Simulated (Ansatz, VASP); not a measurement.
**BaS: VASP beside Ansatz**

INCAR

```
SYSTEM = BaS
ALGO = Normal ; EDIFF = 1E-8
ENCUT = 520 ; GGA = PS
ISIF = 2 ; ISMEAR = -1
LASPH = .True. ; LCHARG = .False.
LEFG = .True. ; LREAL = .False.
LWAVE = .False. ; NBANDS = 15
NELM = 60 ; PREC = Accurate
SIGMA = 0.02
```

File KPOINTS:

```
k-points
0
Gamma
  8 8 8
  0 0 0
```

The input POSCAR:

```
BaS
1.0
   -0.0319375000      3.1777812500      3.1777812500
    3.1777812500     -0.0319375000      3.1777812500
    3.1777812500      3.1777812500     -0.0319375000
Ba S
1 1
Direct
    0.0000000000      0.0000000000      0.0000000000
    0.5000000000      0.5000000000      0.5000000000
```

Input for Ansatz:

```yaml
crystal:
  lattice:
    - [-0.0319375, 3.17778125, 3.17778125]
    - [3.17778125, -0.0319375, 3.17778125]
    - [3.17778125, 3.17778125, -0.0319375]
  atoms:
    - { symbol: Ba, position: [0.0, 0.0, 0.0] }
    - { symbol: S, position: [0.5, 0.5, 0.5] }
kpoints:
  mp_grid: { grid: [8, 8, 8] }
scf:
  occupations: { method: fermi_dirac, width: 0.02 }
hamiltonian:
  xc: pbesol
  pseudopotentials: { kind: all_electron, datasets: crystal }
output:
  forces: true
  stress: true
  eigenvalues: true
  efg: { contact_densities: true }
```

Change from the starting cell: equal xy, yz and zx shear strains of -1 %, crystal datasets.

Alike in both runs: task electric field gradients; functional PBEsol; k mesh 8 × 8 × 8; occupations fermi-dirac, width 0.02 eV; no spin polarisation.

```csv
,VASP,Ansatz
version,VASP 6.6.1,Ansatz 0.2.0
potentials or method,"VASP PAW PBE potentials, release 64 (Ba_sv, S), cutoff 520 eV","all-electron PAW with datasets made for the crystal, scalar-relativistic"
```

Ansatz gave:

* gap on the k mesh at the Fermi level (eV): 2.06
* pressure (GPa): -1.2
* traceless stress, the component that is largest in VASP (GPa): 0.18
* size of Vzz on the site where it differs most (V/Å²): 6.9

Task: What did VASP give for the same quantities?

Result: gap on the k mesh at the Fermi level (eV): 1.96; pressure (GPa): -0.5; traceless stress, the component that is largest in VASP (GPa): 0.18; size of Vzz on the site where it differs most (V/Å²): 6.8.

VASP's potentials were made for PBE, not for PBEsol. Ansatz ran all-electron here, and VASP with PAW potentials.

Neither program's run includes spin-orbit coupling.
